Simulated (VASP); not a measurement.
A run of VASP 6.6.1 is set up as follows.

File INCAR:

```
  ALGO = Normal
  EDIFF = 1E-6
  EDIFFG = -0.005
  ENCUT = 600
  GGA = PS
  IBRION = 2
  ISIF = 3
  ISMEAR = -1
  LASPH = True
  LCHARG = False
  LREAL = False
  LWAVE = False
  NELM = 100
  NSW = 60
  PREC = Accurate
  SIGMA = 0.05
```

File KPOINTS:

```
k-points
0
Gamma
  16 16 16
```

POSCAR

```
Nb
1.0
    0.0000000000      2.0603678609      2.0603678609
    2.0603678609      0.0000000000      2.0603678609
    2.0603678609      2.0603678609      0.0000000000
Nb
1
Direct
    0.0000000000      0.0000000000      0.0000000000
```

Potentials or basis: VASP PAW PBE potentials, release 64 (Nb_sv).

Command:

```console
$ cat potpaw_PBE.64/Nb_sv/POTCAR > POTCAR
$ mpirun -np 1 vasp_std > vasp.out
```

Problem. What does it give for the relaxed cell?

Solution. a = 2.948 Å, b = 2.948 Å, c = 2.948 Å, α = 60.00°, β = 60.00°, γ = 60.00°.

Problem. Estimate the relaxed volume.

Solution. 18.11 Å³/atom.

Problem. Estimate the space group after relaxing (to 0.05 Å).

Solution. Fm-3m (No. 225).

Final structure:
```
CELL_PARAMETERS angstrom
0.00000 2.08438 2.08438
2.08438 0.00000 2.08438
2.08438 2.08438 0.00000
ATOMIC_POSITIONS crystal
Nb 0.00000 0.00000 0.00000
```

Caveat: the PAW data sets were made with another functional, which shifts forces and pressure a little.
